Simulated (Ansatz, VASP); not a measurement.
## C8O: VASP beside Ansatz

```
C O
1.0
     2.46498    0.00000    0.00000
    -1.23249    2.13474    0.00000
     0.00000    0.00000   29.10765
C O
8 1
Direct
  0.00000 0.00000 0.29202
  0.66667 0.33333 0.29202
  0.00000 0.00000 0.40777
  0.33333 0.66667 0.40777
  0.00000 0.00000 0.52352
  0.66667 0.33333 0.52352
  0.00000 0.00000 0.63927
  0.33333 0.66667 0.63927
  0.00000 0.25000 0.70752
```

Alike in both runs: task single point; functional PBE; dispersion D3(BJ); k mesh 12 × 12 × 1; occupations gaussian, width 0.1 eV; no spin polarisation.

|  | VASP | Ansatz |
| --- | --- | --- |
| version | VASP 6.6.1 | Ansatz 0.2.0 |
| potentials or method | VASP PAW PBE potentials, release 64 (C, O), cutoff 520 eV | scalar-relativistic, plane waves, PAW |
| valence electrons in the cell | 38 | 38 |

Ansatz gave:

```
gap on the k mesh at the Fermi level (eV) : none
rms of the force components (eV/Å)        : 0.195
```

Q: Estimate VASP's values.

A: gap on the k mesh at the Fermi level (eV): none; rms of the force components (eV/Å): 0.196.

Atom by atom the forces differ by 0.003 eV/Å (rms over components). A gap of «none» marks a metal or a gap that the smearing closes. Ansatz's warnings: xc potential rough in thin density.
